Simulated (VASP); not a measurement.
# Al (Fd-3m) in VASP: a series of runs

Al is run at these levels: PBEsol; tasks: single point.

All numbers are computed with VASP 6.6.1; they aren't measurements. Logs are shortened: lines on timing, memory, paths and dates and some standing lists are left out, and cuts for length are marked.

### Step 1. The cell of the first run

Symmetry: Fd-3m, No. 227, cubic system. Conventional cell: a = 4.990 Å, b = 4.990 Å, c = 4.990 Å, α = 90.00°, β = 90.00°, γ = 90.00°. Al (site symmetry -43m) has 4 Al at 2.16 Å within 2.9 Å.

### Step 2. Single point, PBEsol

Input file INCAR:

```
  ALGO = Normal
  EDIFF = 1E-6
  ENCUT = 500
  GGA = PS
  GGA_COMPAT = False
  ISIF = 2
  ISMEAR = -1
  LASPH = True
  LCHARG = False
  LREAL = False
  LWAVE = False
  NBANDS = 10
  NELM = 120
  PREC = Accurate
  SIGMA = 0.05
```

Input file KPOINTS:

```
k-points
0
Gamma
  14 14 14
```

Input file POSCAR:

```
Al
1.0
    0.0000000000      2.4949862046      2.4949862046
    2.4949862046      0.0000000000      2.4949862046
    2.4949862046      2.4949862046      0.0000000000
Al
2
Direct
   -0.1250000000     -0.1250000000     -0.1250000000
    0.1250000000      0.1250000000      0.1250000000
```

Potentials or basis: VASP PAW PBE potentials, release 64 (Al).

Command:

```
$ cat potpaw_PBE.64/Al/POTCAR > POTCAR
$ mpirun -np 1 vasp_std > vasp.out
```

OUTCAR:

```text
EDIFF = 1E-6
   ENCUT = 500
   GGA = PS
   ISIF = 2
   ISMEAR = -1
   LASPH = True
   LREAL = False
   NELM = 120
   PREC = Accurate

 ion  position               nearest neighbor table
   1  0.875  0.875  0.875-   2 2.16   2 2.16   2 2.16   2 2.16
   2  0.125  0.125  0.125-   1 2.16   1 2.16   1 2.16   1 2.16

  LATTYP: Found a face centered cubic cell.
 ALAT       =     4.9899724092

  Lattice vectors:

 A1 = (   0.0000000000,   2.4949862046,   2.4949862046)
 A2 = (   2.4949862046,   0.0000000000,   2.4949862046)
 A3 = (   2.4949862046,   2.4949862046,   0.0000000000)

Analysis of symmetry for initial positions (statically):
=====================================================================
 Subroutine PRICEL returns:
 Original cell was already a primitive cell.

 Routine SETGRP: Setting up the symmetry group for a
 face centered cubic supercell.

 Subroutine GETGRP returns: Found 48 space group operations
 (whereof 12 operations were pure point group operations)
 out of a pool of 48 trial point group operations.

The static configuration has the point symmetry D_3d.
 The point group associated with its full space group is O_h .

Analysis of symmetry for dynamics (positions and initial velocities):
=====================================================================
 Subroutine PRICEL returns:
 Original cell was already a primitive cell.

 Routine SETGRP: Setting up the symmetry group for a
 face centered cubic supercell.

 Subroutine GETGRP returns: Found 48 space group operations
 (whereof 12 operations were pure point group operations)
 out of a pool of 48 trial point group operations.

The dynamic configuration has the point symmetry D_3d.
 The point group associated with its full space group is O_h .

 Subroutine INISYM returns: Found 48 space group operations
 (whereof 12 operations are pure point group operations),
 and found     1 'primitive' translations

----------------------------------------------------------------------------------------

                                     Primitive cell

  volume of cell :      31.0624

  direct lattice vectors                    reciprocal lattice vectors
     0.000000000  2.494986205  2.494986205    -0.200401910  0.200401910  0.200401910
     2.494986205  0.000000000  2.494986205     0.200401910 -0.200401910  0.200401910
     2.494986205  2.494986205  0.000000000     0.200401910  0.200401910 -0.200401910

  length of vectors
     3.528443328  3.528443328  3.528443328     0.347106289  0.347106289  0.347106289

  position of ions in fractional coordinates (direct lattice)
     0.875000000  0.875000000  0.875000000
     0.125000000  0.125000000  0.125000000

  ion indices of the primitive-cell ions
   primitive index   ion index
                 1           1
                 2           2

----------------------------------------------------------------------------------------

 KPOINTS: k-points

Automatic generation of k-mesh.
 Grid dimensions read from file:
 generate k-points for:   14   14   14

 Generating k-lattice:

  Cartesian coordinates                     Fractional coordinates (reciprocal lattice)
    -0.014314422  0.014314422  0.014314422     0.071428571  0.000000000  0.000000000
     0.014314422 -0.014314422  0.014314422     0.000000000  0.071428571  0.000000000
     0.014314422  0.014314422 -0.014314422     0.000000000  0.000000000  0.071428571

  Length of vectors
     0.024793306  0.024793306  0.024793306

  Shift w.r.t. Gamma in fractional coordinates (k-lattice)
     0.000000000  0.000000000  0.000000000

 Subroutine IBZKPT returns following result:
 ===========================================

 Found    104 irreducible k-points:

 Following reciprocal coordinates:
            Coordinates               Weight
  0.000000  0.000000  0.000000      1.000000
  0.071429  0.000000  0.000000      8.000000
  0.142857  0.000000  0.000000      8.000000
  0.214286  0.000000  0.000000      8.000000
  0.285714  0.000000  0.000000      8.000000
  0.357143  0.000000  0.000000      8.000000
[... 16 lines left out ...]
  0.214286  0.142857  0.000000     24.000000
  0.285714  0.142857  0.000000     24.000000
 [... further k-points ...]
   k-points           NKPTS =    104   k-points in BZ     NKDIM =    104   number of bands    NBANDS=     10
   number of dos      NEDOS =    301   number of ions     NIONS =      2
   total plane-waves  NPLWV =  21952
   dimension x,y,z NGX =    28 NGY =   28 NGZ =   28
   dimension x,y,z NGXF=    56 NGYF=   56 NGZF=   56
   ions per type =               2
   NGX,Y,Z   is equivalent  to a cutoff of  13.19, 13.19, 13.19 a.u.
   NGXF,Y,Z  is equivalent  to a cutoff of  26.38, 26.38, 26.38 a.u.
 SYSTEM =  unknown system
   PREC   = accura    normal or accurate (medium, high low for compatibility)
   ISTART =      0    job   : 0-new  1-cont  2-samecut
   ICHARG =      2    charge: 1-file 2-atom 10-const
   ISPIN  =      1    spin polarized calculation?
   LNONCOLLINEAR =      F non collinear calculations
   LSORBIT =      F    spin-orbit coupling
   LASPH  =      T    aspherical Exc in radial PAW
   ENCUT  =  500.0 eV  36.75 Ry    6.06 a.u.   6.43  6.43  6.43*2*pi/ulx,y,z
   NELM   =    120;   NELMIN=  2; NELMDL= -5     # of ELM steps
   EDIFF  = 0.1E-05   stopping-criterion for ELM
   LREAL  =      F    real-space projection
   EDIFFG = 0.1E-04   stopping-criterion for IOM
   NSW    =      0    number of steps for IOM
   IBRION =     -1    ionic relax: 0-MD 1-quasi-New 2-CG
   NFREE  =      0    steps in history (QN), initial steepest desc. (CG)
   ISIF   =      2    stress and relaxation
   ISYM   =      2    0-nonsym 1-usesym 2-fastsym
   POTIM  = 0.5000    time-step for ionic-motion
   TEBEG  =    0.0;   TEEND  =   0.0 temperature during run
   PSTRESS=    0.0 pullay stress
   NELECT =       6.0000    total number of electrons
   NUPDOWN=      -1.0000    fix difference up-down
   EMIN   =  10.00;   EMAX   =-10.00  energy-range for DOS
   EFERMI =   0.00;   METHOD = LEGACY
   ISMEAR =    -1;   SIGMA  =   0.05  broadening in eV -4-tet -1-fermi 0-gaus
   EFERMI_NEDOS =   21; number of points for ismear=-14 and -15
   IALGO  =     38    algorithm
   IMIX   =      4    mixing-type and parameters
     AMIX     =   0.40;   BMIX     =  1.00
     AMIX_MAG =   1.60;   BMIX_MAG =  1.00
  volume/ion in A,a.u.               =      15.53       104.81
  Fermi-wavevector in a.u.,A,eV,Ry     =   0.946340  1.788323 12.184820  0.895559
  Thomas-Fermi vector in A             =   2.074328
   LORBIT       =      0    0 simple, 1 ext, 2 COOP (PROOUT), +10 PAW based schemes
   GGA     = PS    functional components
   LHFCALC =     F    Hartree Fock is set to
   AEXX    =    0.0000 exact exchange contribution
   IVDW    =     0    specifies the selected vdW correction
   LEPSILON=     F    determine dielectric tensor
   LRPA    =     F    only Hartree local field effects (RPA)
 non-spin polarized calculation
  energy-cutoff  :      500.00
  volume of cell :       31.06
 maximum number of plane-waves:       802
 NGX is ok and might be reduce to    28
   NGX = 13   NGY = 13   NGZ = 13

 number of electron       6.0000000 magnetization

 Free energy of the ion-electron system (eV)
  ---------------------------------------------------
  ext. energy  EPLUGINS =         0.00000000
  ---------------------------------------------------
  free energy    TOTEN  =        -3.58834286 eV

  energy without entropy =       -3.57967668  energy(sigma->0) =       -3.58400977

 E-fermi :   7.6080     XC(G=0): -10.2956

 val. band max:        7.6022660489   @ k =  -0.2857   0.3571   0.0714
 cond. band min:       7.6211789105   @ k =  -0.4286   0.1429   0.0000
 fundamental gap:      0.0189128616
 Fermi energy:         7.6080289715

 k-point     1 :       0.0000    0.0000    0.0000
  band No.  band energies     occupation
      1      -3.2911      2.00000
      2      11.0233      0.00000
      3      11.0233      0.00000
      4      11.0233      0.00000
      5      12.7342      0.00000
      6      12.7342      0.00000
      7      12.7342      0.00000
      8      16.7821      0.00000
      9      16.7821      0.00000
     10      18.9439      0.00000

 k-point     2 :       0.0714    0.0000    0.0000
  band No.  band energies     occupation
      1      -3.2028      2.00000
      2      10.1445      0.00000
      3      10.8297      0.00000
      4      10.8297      0.00000
      5      13.0156      0.00000
      6      13.0156      0.00000
      7      13.1653      0.00000
      8      16.4677      0.00000
      9      16.4677      0.00000
     10      18.9738      0.00000

 k-point     3 :       0.1429    0.0000    0.0000
  band No.  band energies     occupation
      1      -2.9388      2.00000
      2       8.5881      0.00000
      3      10.4713      0.00000
      4      10.4713      0.00000
      5      13.5317      0.00000
      6      13.5334      0.00000
      7      13.5334      0.00000
      8      15.9568      0.00000
      9      15.9568      0.00000
     10      18.7533      0.00000

 k-point     4 :       0.2143    0.0000    0.0000
  band No.  band energies     occupation
      1      -2.5017      2.00000
      2       6.9324      2.00000
      3      10.1463      0.00000
      4      10.1463      0.00000
      5      13.6225      0.00000
      6      13.6674      0.00000
      7      13.6674      0.00000
      8      16.0328      0.00000
      9      16.0328      0.00000
     10      18.2065      0.00000

 k-point     5 :       0.2857    0.0000    0.0000
  band No.  band energies     occupation
      1      -1.8970      2.00000
      2       5.3208      2.00000
      3       9.9069      0.00000
      4       9.9069      0.00000
      5      13.2775      0.00000
      6      13.2775      0.00000
      7      13.6053      0.00000
      8      16.9160      0.00000
      9      16.9160      0.00000
     10      17.5758      0.00000

 k-point     6 :       0.3571    0.0000    0.0000
  band No.  band energies     occupation
      1      -1.1377      2.00000
      2       3.8195      2.00000
      3       9.7566      0.00000
      4       9.7566      0.00000
      5      12.8186      0.00000
      6      12.8186      0.00000
      7      13.5785      0.00000
      8      17.0280      0.00000
      9      18.1748      0.00000
     10      18.1748      0.00000
[... 183 lines left out ...]
 k-point    21 :      -0.0714    0.0714    0.0000
  band No.  band energies     occupation
      1      -3.0560      2.00000
      2       9.5800      0.00000
      3       9.7895      0.00000
      4      11.0200      0.00000
      5      12.9477      0.00000
      6      13.4559      0.00000
      7      13.7811      0.00000
      8      15.7075      0.00000
      9      16.3965      0.00000
     10      19.2377      0.00000

 k-point    22 :       0.1429    0.1429    0.0000
  band No.  band energies     occupation
      1      -2.8212      2.00000
      2       9.4251      0.00000
      3       9.4251      0.00000
      4       9.9064      0.00000
      5      11.7429      0.00000
      6      13.9781      0.00000
      7      14.8889      0.00000
      8      14.8889      0.00000
      9      17.2593      0.00000
     10      20.2714      0.00000

 k-point    23 :       0.2143    0.1429    0.0000
  band No.  band energies     occupation
      1      -2.5000      2.00000
      2       8.1871      0.00002
      3       9.0232      0.00000
      4       9.6959      0.00000
      5      11.7465      0.00000
      6      13.2432      0.00000
      7      15.4244      0.00000
      8      15.4544      0.00000
      9      17.4306      0.00000
     10      20.3887      0.00000

 k-point    24 :       0.2857    0.1429    0.0000
  band No.  band energies     occupation
      1      -2.0077      2.00000
      2       6.6120      2.00000
      3       8.7497      0.00000
      4       9.2915      0.00000
      5      11.7785      0.00000
      6      13.3684      0.00000
      7      15.3713      0.00000
      8      15.6627      0.00000
      9      18.0594      0.00000
     10      19.8672      0.00000

 [... further k-points ...]
[... 5 lines left out ...]
  --------------------------------------------------------------------------------------
  -------------------------------------------------------------------------------------
  Total       12.3119905     12.3119905     12.3119905     -0.0000000     -0.0000000      0.0000000
  in kB      635.0448731    635.0448731    635.0448731     -0.0000000     -0.0000000      0.0000000
  external PRESSURE =     635.0448731 kB  Pullay stress =       0.0000000 kB

 VOLUME and BASIS-vectors are now :
 -----------------------------------------------------------------------------
  energy-cutoff  :      500.00
  volume of cell :       31.06
      direct lattice vectors                 reciprocal lattice vectors
     0.000000000  2.494986205  2.494986205    -0.200401910  0.200401910  0.200401910
     2.494986205  0.000000000  2.494986205     0.200401910 -0.200401910  0.200401910
     2.494986205  2.494986205  0.000000000     0.200401910  0.200401910 -0.200401910

 POSITION                                       TOTAL-FORCE (eV/Angst)
 -----------------------------------------------------------------------------------
      4.36623      4.36623      4.36623        -0.000000     -0.000000     -0.000000
      0.62375      0.62375      0.62375         0.000000      0.000000      0.000000
 -----------------------------------------------------------------------------------
    total drift:                               -0.000000     -0.000000     -0.000000

  FREE ENERGIE OF THE ION-ELECTRON SYSTEM (eV)
  ---------------------------------------------------
  free  energy   TOTEN  =        -3.5883428639 eV

  energy  without entropy=       -3.5796766801  energy(sigma->0) =       -3.58400977
```

Wall time 11 s (1 thread of Intel Xeon 6975P-C (Granite Rapids), shared host); peak memory 0.16 GiB.

What came out:

```
Free energy            : -3.5883 eV
Pressure               : 63.5 GPa
Band gap on the k mesh : zero (band 3 reaches 11.02 eV, above the bottom of band 4 at 4.83 eV)
```

Caveat: the PAW data sets were made with another functional, which shifts forces and pressure a little.

(Part 1 of 2 ends here.)
